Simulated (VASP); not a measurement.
Runs of VASP 6.6.1 on Na. The structure is that of space group P6/mmm (No. 191), or close to it. The cells are those of the table. This isn't the form of Na at room conditions, which is bcc.

```tsv
level	spin	cell	k mesh	gap on the mesh (eV)	pressure (GPa)
PBEsol+D4	off	a = 2.968, b = 2.968, c = 2.772 Å, angles 90.0, 90.0, 120.0°, 1 atom	13 × 13 × 12	none	11.6
PBE	off	a = 3.432, b = 3.432, c = 3.204 Å, angles 90.0, 90.0, 120.0°, 1 atom	13 × 13 × 12	none	(a)
PBE+D3(BJ)	off	a = 2.968, b = 2.968, c = 2.772 Å, angles 90.0, 90.0, 120.0°, 1 atom	13 × 13 × 12	none	10.3
PBE	collinear, zero start	a = 3.615, b = 3.615, c = 3.398 Å, angles 90.0, 90.0, 120.0°, 1 atom	16 × 16 × 15	none	0.0
```

Alike in all rows: task single point; potentials or basis VASP PAW PBE potentials, release 64 (Na_pv); cutoff (eV) 520; smearing fermi-dirac 0.08 eV.

Problem. Fill in the values left out.

Solution. (a) 1.4.

Caveats: the cell stands under pressure (at least some runs); the PAW data sets were made with another functional, which shifts forces and pressure a little (at least some runs).

A gap of «none» marks levels without a gap at the run's occupations.
